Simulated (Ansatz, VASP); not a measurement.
V in VASP and in Ansatz

POSCAR

```
V
1.0
    3.0260000000      0.0000000000      0.0000000000
    0.0000000000      3.0260000000      0.0000000000
    0.0000000000      0.0000000000      3.0260000000
V
2
Direct
    0.0000000000      0.0000000000      0.0000000000
    0.5000000000      0.5000000000      0.5000000000
```

Contents of INCAR.step1:

```
SYSTEM = V
PREC     = Accurate       ! precision mode
ENCUT    = 550            ! plane-wave cutoff, eV
ISMEAR   = -1             ! smearing method
SIGMA    = 0.1            ! smearing width, eV
LREAL    = .FALSE.        ! projectors in reciprocal space
LASPH    = .TRUE.         ! aspherical terms in the spheres
NELM     = 120            ! most SCF steps
NBANDS   = 20             ! bands
GGA      = PE             ! functional
ALGO     = Normal         ! electronic algorithm
EDIFF    = 1E-5           ! SCF threshold, eV
LWAVE    = .TRUE.         ! write WAVECAR
LCHARG   = .FALSE.        ! write CHGCAR
GGA_COMPAT= .FALSE.
```

INCAR.step2

```
SYSTEM = V
PREC     = Accurate       ! precision mode
ENCUT    = 550            ! plane-wave cutoff, eV
EDIFF    = 1E-6           ! SCF threshold, eV
ISMEAR   = -1             ! smearing method
SIGMA    = 0.1            ! smearing width, eV
LREAL    = .FALSE.        ! projectors in reciprocal space
LASPH    = .TRUE.         ! aspherical terms in the spheres
NELM     = 120            ! most SCF steps
ALGO     = Normal         ! electronic algorithm
ISIF     = 2              ! what is computed and relaxed
LWAVE    = .FALSE.        ! write WAVECAR
LCHARG   = .TRUE.         ! write CHGCAR
METAGGA  = R2SCAN         ! meta-GGA
LMIXTAU  = .TRUE.       
LELF     = .TRUE.         ! ELF
LVHAR    = .TRUE.       
NBANDS   = 20             ! bands
ISTART   = 1            
GGA_COMPAT= .FALSE.
```

The input KPOINTS:

```
regular mesh
0
G
  10 10 10
  0 0 0
```

Input for Ansatz:

```yaml
crystal:
  lattice:
    - [3.026, 0.0, 0.0]
    - [0.0, 3.026, 0.0]
    - [0.0, 0.0, 3.026]
  atoms:
    - { symbol: V, position: [0.0, 0.0, 0.0] }
    - { symbol: V, position: [0.5, 0.5, 0.5] }
hamiltonian:
  xc: r2scan
  pseudopotentials: { kind: paw }
basis:
  ecutwfc: 500
kpoints:
  mp_grid: { grid: [10, 10, 10] }
scf:
  occupations: { method: fermi_dirac, width: 0.1 }
  lower_state_search: "off"
output:
  forces: true
  stress: true
  write_density: true
  write_potential: true
  elf: true
  volumetric_format: npy
```

Alike in both runs: task single point; functional r2SCAN; k mesh 10 × 10 × 10; occupations fermi-dirac, width 0.1 eV; no spin polarisation.

|  | VASP | Ansatz |
| --- | --- | --- |
| version | VASP 6.6.1 | Ansatz 0.2.0 |
| potentials or method | VASP PAW PBE potentials, release 64 (V_sv), cutoff 550 eV | PAW, plane waves, scalar-relativistic |
| valence electrons in the cell | 26 | 26 |

Ansatz gave:

| Quantity | Value |
| --- | --- |
| pressure (GPa) | -7.4 |

Q: Estimate VASP's values.

A: Pressure (GPa): -6.8.

VASP's potentials were made for PBE, not for r2SCAN.
